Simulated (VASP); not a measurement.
Set up this calculation in VASP 6.6.1, as the native input.

```yaml
Task: single point
Functional: PBE
Potentials_or_basis: VASP PAW PBE potentials, release 64 (Tl_d)
Cutoff: 500 eV
k_mesh: 6 × 6 × 6
Occupations: tetrahedron
Spin: no spin polarisation
Dipole_correction: no
Further_INCAR_settings: ALGO = Normal; EDIFF = 1e-06; NBANDS = 12
```

The structure of Tl lies in POSCAR:

```
Tl
1.0
   -1.9410000000      1.9410000000      1.9410000000
    1.9410000000     -1.9410000000      1.9410000000
    1.9410000000      1.9410000000     -1.9410000000
Tl
1
Direct
    0.0000000000      0.0000000000      0.0000000000
```

This isn't the form of Tl at room conditions, which is hcp.

The input as run:

INCAR

```
SYSTEM = Tl
ALGO     = Normal         ! electronic algorithm
EDIFF    = 1E-6           ! SCF threshold, eV
ENCUT    = 500            ! plane-wave cutoff, eV
GGA      = PE             ! functional
GGA_COMPAT= .FALSE.      
ISIF     = 2              ! what is computed and relaxed
ISMEAR   = -5             ! smearing method
LASPH    = .TRUE.         ! aspherical terms in the spheres
LCHARG   = .FALSE.        ! write CHGCAR
LREAL    = .FALSE.        ! projectors in reciprocal space
LWAVE    = .FALSE.        ! write WAVECAR
NBANDS   = 12             ! bands
NELM     = 120            ! most SCF steps
PREC     = Accurate       ! precision mode
SIGMA    = 0.1            ! smearing width, eV
```

KPOINTS

```
k-points
0
G
  6 6 6
  0 0 0
```

Potentials or basis: VASP PAW PBE potentials, release 64 (Tl_d).

Command:

```sh
$ cat potpaw_PBE.64/Tl_d/POTCAR > POTCAR
$ mpirun -np 1 vasp_std > vasp.out
```

It gave:

```json
{
 "Pressure": "2.0 GPa",
 "Band gap on the k mesh": "zero (an odd number of electrons rules out a gap without spin polarisation)"
}
```

Caveat: the k points lie up to 0.38 Å⁻¹ apart, too coarse for converged energies and pressures of a metal; spin-orbit coupling is left out, which moves the levels of the heavy elements; tetrahedron occupations give inexact forces and stress in metals.

It took 4.1 s on 1 thread of Intel(R) Xeon(R) Platinum 8488C (Sapphire Rapids) (shared host), peak memory 0.15 GiB.
